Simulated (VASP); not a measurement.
# Sc (I4/mmm) in VASP: a series of runs, part 2 of 2

VASP 6.6.1.

## (3) Single point, PBE

This run uses another cell than the first one, of 24.65 Å³/atom.

Input file INCAR:

```
  ALGO = Fast
  EDIFF = 1E-6
  ENCUT = 520
  GGA = PE
  ISIF = 2
  ISMEAR = 0
  LASPH = True
  LCHARG = False
  LREAL = False
  LWAVE = False
  NBANDS = 18
  NELM = 80
  PREC = Accurate
  SIGMA = 0.1
```

Input file KPOINTS:

```
k-points
0
Gamma
  14 14 10
```

Input file POSCAR:

```
Sc
1.0
    3.2676023744      0.0000000000      0.0000000000
    0.0000000000      3.2676023744      0.0000000000
    0.0000000000      0.0000000000      4.6171077014
Sc
2
Direct
    0.0000000000      0.0000000000      0.0000000000
    0.5000000000      0.5000000000      0.5000000000
```

Potentials or basis: VASP PAW PBE potentials, release 64 (Sc_sv).

On the command line:

```bash
$ cat potpaw_PBE.64/Sc_sv/POTCAR > POTCAR
$ mpirun -np 1 vasp_std > vasp.out
```

OUTCAR:

```text
EDIFF = 1E-6
   ENCUT = 520
   GGA = PE
   ISIF = 2
   ISMEAR = 0
   LASPH = True
   LREAL = False
   NELM = 80
   PREC = Accurate

 ion  position               nearest neighbor table
   1  0.000  0.000  0.000-   2 3.27   2 3.27   2 3.27   2 3.27   2 3.27   2 3.27   2 3.27   2 3.27

   2  0.500  0.500  0.500-   1 3.27   1 3.27   1 3.27   1 3.27   1 3.27   1 3.27   1 3.27   1 3.27

  LATTYP: Found a simple tetragonal cell.
 ALAT       =     3.2676023744
 C/A-ratio  =     1.4129955767

  Lattice vectors:

 A1 = (   3.2676023744,   0.0000000000,   0.0000000000)
 A2 = (   0.0000000000,   3.2676023744,   0.0000000000)
 A3 = (   0.0000000000,   0.0000000000,   4.6171077014)

Analysis of symmetry for initial positions (statically):
=====================================================================
 Subroutine PRICEL returns following result:

  LATTYP: Found a body centered tetragonal cell.
 ALAT       =     3.2676023744
 C/A-ratio  =     1.4129955767

  Lattice vectors:

 A1 = (  -1.6338011872,  -1.6338011872,  -2.3085538507)
 A2 = (   1.6338011872,   1.6338011872,  -2.3085538507)
 A3 = (   1.6338011872,  -1.6338011872,   2.3085538507)

   2 primitive cells build up your supercell.

 Routine SETGRP: Setting up the symmetry group for a
 simple tetragonal supercell.

 Subroutine GETGRP returns: Found 16 space group operations
 (whereof 16 operations were pure point group operations)
 out of a pool of 16 trial point group operations.

The static configuration has the point symmetry D_4h.

Analysis of symmetry for dynamics (positions and initial velocities):
=====================================================================
 Subroutine PRICEL returns following result:

  LATTYP: Found a body centered tetragonal cell.
 ALAT       =     3.2676023744
 C/A-ratio  =     1.4129955767

  Lattice vectors:

 A1 = (  -1.6338011872,  -1.6338011872,  -2.3085538507)
 A2 = (   1.6338011872,   1.6338011872,  -2.3085538507)
 A3 = (   1.6338011872,  -1.6338011872,   2.3085538507)

   2 primitive cells build up your supercell.

 Routine SETGRP: Setting up the symmetry group for a
 simple tetragonal supercell.

 Subroutine GETGRP returns: Found 16 space group operations
 (whereof 16 operations were pure point group operations)
 out of a pool of 16 trial point group operations.

The dynamic configuration has the point symmetry D_4h.

 Subroutine INISYM returns: Found 16 space group operations
 (whereof 16 operations are pure point group operations),
 and found     2 'primitive' translations

----------------------------------------------------------------------------------------

                                     Primitive cell

  volume of cell :      24.6489

  direct lattice vectors                    reciprocal lattice vectors
    -1.633801187 -1.633801187 -2.308553851     0.000000000 -0.306034788 -0.216585808
     1.633801187  1.633801187 -2.308553851     0.306034788  0.000000000 -0.216585808
     1.633801187 -1.633801187  2.308553851     0.306034788 -0.306034788  0.000000000

  length of vectors
[... 24 lines left out ...]
  Length of vectors
     0.021859628  0.021859628  0.021658581

  Shift w.r.t. Gamma in fractional coordinates (k-lattice)
     0.000000000  0.000000000  0.000000000

 Subroutine IBZKPT returns following result:
 ===========================================

 Found    216 irreducible k-points:

 Following reciprocal coordinates:
            Coordinates               Weight
  0.000000  0.000000  0.000000      1.000000
  0.071429  0.000000  0.000000      4.000000
  0.142857  0.000000  0.000000      4.000000
  0.214286  0.000000  0.000000      4.000000
  0.285714  0.000000  0.000000      4.000000
  0.357143  0.000000  0.000000      4.000000
[... 16 lines left out ...]
  0.285714  0.214286  0.000000      8.000000
  0.357143  0.214286  0.000000      8.000000
 [... further k-points ...]
   k-points           NKPTS =    216   k-points in BZ     NKDIM =    216   number of bands    NBANDS=     18
   number of dos      NEDOS =    301   number of ions     NIONS =      2
   total plane-waves  NPLWV =  20736
   dimension x,y,z NGX =    24 NGY =   24 NGZ =   36
   dimension x,y,z NGXF=    48 NGYF=   48 NGZF=   72
   ions per type =               2
   NGX,Y,Z   is equivalent  to a cutoff of  12.21, 12.21, 12.96 a.u.
   NGXF,Y,Z  is equivalent  to a cutoff of  24.42, 24.42, 25.92 a.u.
 SYSTEM =  unknown system
   PREC   = accura    normal or accurate (medium, high low for compatibility)
   ISTART =      0    job   : 0-new  1-cont  2-samecut
   ICHARG =      2    charge: 1-file 2-atom 10-const
   ISPIN  =      1    spin polarized calculation?
   LNONCOLLINEAR =      F non collinear calculations
   LSORBIT =      F    spin-orbit coupling
   LASPH  =      T    aspherical Exc in radial PAW
   ENCUT  =  520.0 eV  38.22 Ry    6.18 a.u.   6.08  6.08  8.58*2*pi/ulx,y,z
   NELM   =     80;   NELMIN=  2; NELMDL= -5     # of ELM steps
   EDIFF  = 0.1E-05   stopping-criterion for ELM
   LREAL  =      F    real-space projection
   EDIFFG = 0.1E-04   stopping-criterion for IOM
   NSW    =      0    number of steps for IOM
   IBRION =     -1    ionic relax: 0-MD 1-quasi-New 2-CG
   NFREE  =      0    steps in history (QN), initial steepest desc. (CG)
   ISIF   =      2    stress and relaxation
   ISYM   =      2    0-nonsym 1-usesym 2-fastsym
   POTIM  = 0.5000    time-step for ionic-motion
   TEBEG  =    0.0;   TEEND  =   0.0 temperature during run
   PSTRESS=    0.0 pullay stress
   NELECT =      22.0000    total number of electrons
   NUPDOWN=      -1.0000    fix difference up-down
   EMIN   =  10.00;   EMAX   =-10.00  energy-range for DOS
   EFERMI =   0.00;   METHOD = LEGACY
   ISMEAR =     0;   SIGMA  =   0.10  broadening in eV -4-tet -1-fermi 0-gaus
   EFERMI_NEDOS =   21; number of points for ismear=-14 and -15
   IALGO  =     68    algorithm
   IMIX   =      4    mixing-type and parameters
     AMIX     =   0.40;   BMIX     =  1.00
     AMIX_MAG =   1.60;   BMIX_MAG =  1.00
  volume/ion in A,a.u.               =      24.65       166.34
  Fermi-wavevector in a.u.,A,eV,Ry     =   1.251045  2.364132 21.294662  1.565114
  Thomas-Fermi vector in A             =   2.385011
   LORBIT       =      0    0 simple, 1 ext, 2 COOP (PROOUT), +10 PAW based schemes
   GGA     = PE    functional components
   LHFCALC =     F    Hartree Fock is set to
   AEXX    =    0.0000 exact exchange contribution
   IVDW    =     0    specifies the selected vdW correction
   LEPSILON=     F    determine dielectric tensor
   LRPA    =     F    only Hartree local field effects (RPA)
 non-spin polarized calculation
 RMM-DIIS sequential band-by-band and
 Gauss-broadening in eV      SIGMA  =   0.10
  energy-cutoff  :      520.00
  volume of cell :       49.30
 maximum number of plane-waves:      1368
   NGX = 13   NGY = 13   NGZ = 17

 number of electron      21.9999999 magnetization

 Free energy of the ion-electron system (eV)
  ---------------------------------------------------
  ext. energy  EPLUGINS =         0.00000000
  ---------------------------------------------------
  free energy    TOTEN  =       -12.41228501 eV

  energy without entropy =      -12.39293094  energy(sigma->0) =      -12.40260798

 E-fermi :   3.7403     XC(G=0):  -9.8750

 val. band max:        3.7379191977   @ k =   0.5000   0.1429   0.5000
 cond. band min:       3.7456090743   @ k =   0.2143   0.2143   0.1000
 fundamental gap:      0.0076898765
 Fermi energy:         3.7403393965

 k-point     1 :       0.0000    0.0000    0.0000
  band No.  band energies     occupation
      1     -45.6966      2.00000
      2     -45.6180      2.00000
      3     -24.4811      2.00000
      4     -24.2543      2.00000
      5     -24.2543      2.00000
      6     -24.1138      2.00000
[... 481 lines left out ...]
      5     -24.3339      2.00000
      6     -24.2421      2.00000
[... 10 lines left out ...]
     17       6.5000      0.00000
     18       7.4467      0.00000

 [... further k-points ...]

------------------------ aborting loop because EDIFF is reached ----------------------------------------

  FORCE on cell =-STRESS in cart. coord.  units (eV):
  Direction    XX          YY          ZZ          XY          YZ          ZX
  --------------------------------------------------------------------------------------
  -------------------------------------------------------------------------------------
  Total        0.0019931      0.0019931      0.0255856      0.0000000      0.0000000     -0.0000000
  in kB        0.0647771      0.0647771      0.8315287      0.0000000      0.0000000     -0.0000000
  external PRESSURE =       0.3203610 kB  Pullay stress =       0.0000000 kB

 VOLUME and BASIS-vectors are now :
 -----------------------------------------------------------------------------
  energy-cutoff  :      520.00
  volume of cell :       49.30
      direct lattice vectors                 reciprocal lattice vectors
     3.267602374  0.000000000  0.000000000     0.306034788  0.000000000  0.000000000
     0.000000000  3.267602374  0.000000000     0.000000000  0.306034788  0.000000000
     0.000000000  0.000000000  4.617107701     0.000000000  0.000000000  0.216585808

 POSITION                                       TOTAL-FORCE (eV/Angst)
 -----------------------------------------------------------------------------------
      0.00000      0.00000      0.00000        -0.000000     -0.000000      0.000000
      1.63380      1.63380      2.30855         0.000000      0.000000     -0.000000
 -----------------------------------------------------------------------------------
    total drift:                                0.000000      0.000000     -0.000000

  FREE ENERGIE OF THE ION-ELECTRON SYSTEM (eV)
  ---------------------------------------------------
  free  energy   TOTEN  =       -12.4122850125 eV

  energy  without entropy=      -12.3929309407  energy(sigma->0) =      -12.40260798
```

OSZICAR:

```text
N       E                     dE             d eps       ncg     rms          rms(c)
DAV:   1     0.292906242812E+03    0.29291E+03   -0.10285E+04  7792   0.128E+03
DAV:   2     0.140276423669E+01   -0.29150E+03   -0.28635E+03  9008   0.526E+02
DAV:   3    -0.134721938842E+02   -0.14875E+02   -0.14288E+02 12636   0.136E+02
DAV:   4    -0.137943420800E+02   -0.32215E+00   -0.32004E+00 11778   0.179E+01
DAV:   5    -0.137988679587E+02   -0.45259E-02   -0.45237E-02 13176   0.231E+00    0.752E+00
RMM:   6    -0.124917463363E+02    0.13071E+01   -0.18152E+00  8055   0.172E+01    0.260E+00
RMM:   7    -0.124415101269E+02    0.50236E-01   -0.35470E+00 10254   0.138E+01    0.152E+00
RMM:   8    -0.124036401703E+02    0.37870E-01   -0.23860E-01  8470   0.577E+00    0.558E-01
RMM:   9    -0.124103198532E+02   -0.66797E-02   -0.10808E-01 10589   0.204E+00    0.124E-01
RMM:  10    -0.124117930701E+02   -0.14732E-02   -0.19970E-02 11008   0.813E-01    0.566E-02
RMM:  11    -0.124121443687E+02   -0.35130E-03   -0.45872E-03 11828   0.392E-01    0.371E-02
RMM:  12    -0.124122447824E+02   -0.10041E-03   -0.12041E-03 11708   0.190E-01    0.722E-03
RMM:  13    -0.124122792602E+02   -0.34478E-04   -0.31173E-04 11699   0.907E-02    0.500E-03
RMM:  14    -0.124122824541E+02   -0.31939E-05   -0.63913E-05 10180   0.426E-02    0.216E-03
RMM:  15    -0.124122843723E+02   -0.19182E-05   -0.16648E-05  9188   0.253E-02    0.108E-03
RMM:  16    -0.124122850125E+02   -0.64018E-06   -0.50130E-06  8595   0.166E-02
   1 F= -.12412285E+02 E0= -.12402608E+02  d E =-.193541E-01
```

stdout:

```text
POSCAR found type information on POSCAR Sc
 POSCAR found :  1 types and       2 ions
 scaLAPACK will be used
 LDA part: xc-table for (Slater+PW92), standard interpolation
 POSCAR, INCAR and KPOINTS ok, starting setup
 FFT: planning ... GRIDC
 FFT: planning ... GRID_SOFT
 FFT: planning ... GRID
 WAVECAR not read
 entering main loop
```

It took 83 s on 1 thread of Intel Xeon Platinum 8488C (Sapphire Rapids), shared host; peak memory 0.27 GiB.

Results:

```yaml
Free_energy: -12.4123 eV
Pressure: 0.0 GPa
Band_gap_on_the_k_mesh: zero (bands 11 and 12 overlap by 0.97 eV)
```

Stress tensor (GPa, compression positive):
```
0.01 0.00 0.00
0.00 0.01 0.00
0.00 0.00 0.08
```

## (4) Single point, PBE (biaxial strain in the a-b plane: +2.0 %)

Input file INCAR:

```
SYSTEM = Sc
ALGO     = Fast           ! electronic algorithm
EDIFF    = 1E-7           ! SCF threshold, eV
ENCUT    = 520            ! plane-wave cutoff, eV
GGA      = PE             ! functional
ISIF     = 2              ! what is computed and relaxed
ISMEAR   = 0              ! smearing method
LASPH    = .TRUE.         ! aspherical terms in the spheres
LCHARG   = .FALSE.        ! write CHGCAR
LREAL    = .FALSE.        ! projectors in reciprocal space
LWAVE    = .FALSE.        ! write WAVECAR
NBANDS   = 18             ! bands
NELM     = 100            ! most SCF steps
PREC     = Accurate       ! precision mode
SIGMA    = 0.1            ! smearing width, eV
```

Input file KPOINTS:

```
k-points
0
G
  14 14 10
  0 0 0
```

Input file POSCAR:

```
Sc
1.0
    3.3329544219      0.0000000000      0.0000000000
    0.0000000000      3.3329544219      0.0000000000
    0.0000000000      0.0000000000      4.5617024090
Sc
2
Direct
    0.0000000000      0.0000000000      0.0000000000
    0.5000000000      0.5000000000      0.5000000000
```

On the command line:

```bash
$ cat potpaw_PBE.64/Sc_sv/POTCAR > POTCAR
$ mpirun -np 1 vasp_std > vasp.out
```

Run time: 2.4 min. Hardware: 1 thread of Intel Xeon Platinum 8488C (Sapphire Rapids), shared host; peak memory 0.29 GiB.

Results (log left out):

* Free energy: -12.4040 eV
* Pressure: -1.3 GPa
* Band gap on the k mesh: zero (bands 11 and 12 overlap by 0.99 eV)

Stress tensor (GPa, compression positive):
```
-1.61  0.00  0.00
 0.00 -1.61  0.00
 0.00  0.00 -0.75
```

Levels at points of the mesh, in eV from the Fermi level:
| k point | band 7 | band 8 | band 9 | band 10 | band 11 | band 12 | band 13 | band 14 | band 15 | band 16 |
| --- | --- | --- | --- | --- | --- | --- | --- | --- | --- | --- |
| (0.00, 0.00, 0.00) | -27.94 | -27.94 | -5.13 | -1.43 | -0.63 | 1.48 | 1.48 | 1.67 | 2.14 | 2.75 |
| (0.50, 0.00, 0.00) | -28.00 | -28.00 | -1.88 | -1.88 | 0.44 | 0.44 | 0.72 | 0.72 | 2.13 | 2.13 |
| (0.50, 0.50, 0.00) | -28.05 | -28.05 | -1.48 | -1.48 | -0.56 | -0.56 | 1.67 | 1.67 | 3.73 | 3.79 |
| (0.00, 0.00, 0.50) | -28.01 | -28.01 | -3.21 | -3.21 | 0.37 | 0.37 | 1.78 | 1.78 | 2.34 | 2.34 |
| (0.50, 0.00, 0.50) | -27.98 | -27.98 | -1.73 | -1.73 | 0.18 | 0.18 | 1.32 | 1.32 | 1.56 | 1.56 |
| (0.50, 0.50, 0.50) | -28.08 | -28.08 | -0.58 | -0.58 | 0.16 | 0.16 | 0.16 | 0.16 | 2.47 | 2.47 |

Caveat: the cell differs from its parent crystal (biaxial strain in the a-b plane: +2.0 %).

## (5) Single point, PBE (equal strain along all axes, cell held: -2.0 %)

Input file INCAR:

```
SYSTEM = Sc
PREC = Accurate ; ENCUT = 520
EDIFF = 1E-7 ; ISMEAR = 0
SIGMA = 0.1 ; LREAL = .FALSE.
LASPH = .TRUE. ; NELM = 60
ALGO = Fast ; ISIF = 2
LWAVE = .FALSE. ; LCHARG = .FALSE.
GGA = PE ; NBANDS = 18
```

Input file KPOINTS:

```
Automatic mesh
0
G
  14 14 10
  0 0 0
```

Input file POSCAR:

```
Sc
1.0
    3.2022495786      0.0000000000      0.0000000000
    0.0000000000      3.2022495786      0.0000000000
    0.0000000000      0.0000000000      4.5247674890
Sc
2
Direct
    0.0000000000      0.0000000000      0.0000000000
    0.5000000000      0.5000000000      0.5000000000
```

On the command line:

```bash
$ cat potpaw_PBE.64/Sc_sv/POTCAR > POTCAR
$ mpirun -np 1 vasp_std > vasp.out
```

Wall time 3.7 min (1 thread of Oxide Virtual Turin-like, shared host); peak memory 0.23 GiB.

It converged, with:

```
Free energy            : -12.3809 eV
Pressure               : 3.5 GPa
Band gap on the k mesh : zero (bands 11 and 12 overlap by 1.07 eV)
```

Stress tensor (GPa, compression positive):
```
3.42 0.00 0.00
0.00 3.42 0.00
0.00 0.00 3.51
```

Levels at points of the mesh, in eV from the Fermi level:
| k point | band 9 | band 10 | band 11 | band 12 | band 13 | band 14 |
| --- | --- | --- | --- | --- | --- | --- |
| (0.00, 0.00, 0.00) | -5.31 | -1.65 | -0.72 | 1.66 | 1.66 | 1.66 |
| (0.50, 0.00, 0.00) | -1.81 | -1.81 | 0.35 | 0.35 | 0.73 | 0.73 |
| (0.50, 0.50, 0.00) | -1.65 | -1.65 | -0.71 | -0.71 | 2.13 | 2.13 |
| (0.00, 0.00, 0.50) | -3.33 | -3.33 | 0.31 | 0.31 | 1.77 | 1.77 |
| (0.50, 0.00, 0.50) | -1.84 | -1.84 | 0.34 | 0.34 | 1.53 | 1.53 |
| (0.50, 0.50, 0.50) | -0.74 | -0.74 | 0.22 | 0.22 | 0.22 | 0.22 |

Caveat: the cell differs from its parent crystal (equal strain along all axes, cell held: -2.0 %); the cell stands under pressure.

## (6) The runs side by side

```tsv
cell	further INCAR settings	gap on the mesh (eV)	pressure (GPa)
a = 3.235, b = 3.235, c = 4.674 Å, 2 atoms	ALGO = Fast; EDIFF = 1e-06; NBANDS = 18	none	0.4
a = 3.268, b = 3.268, c = 4.617 Å, 2 atoms	ALGO = Fast; EDIFF = 1e-06; NBANDS = 18	none	0.0
a = 3.333, b = 3.333, c = 4.562 Å, 2 atoms	ALGO = Fast; EDIFF = 1e-07; NBANDS = 18	none	-1.3
a = 3.202, b = 3.202, c = 4.525 Å, 2 atoms	ALGO = Fast; EDIFF = 1e-07; NBANDS = 18	none	3.5
```

Alike in all rows: task single point; level PBE; potentials or basis VASP PAW PBE potentials, release 64 (Sc_sv); no spin polarisation; k mesh 14 × 14 × 10; cutoff (eV) 520; smearing gaussian 0.1 eV.

Caveats: the cell stands under pressure (at least some runs).

Total energies depend on the potentials used, so only differences within one code and one set of settings carry meaning.
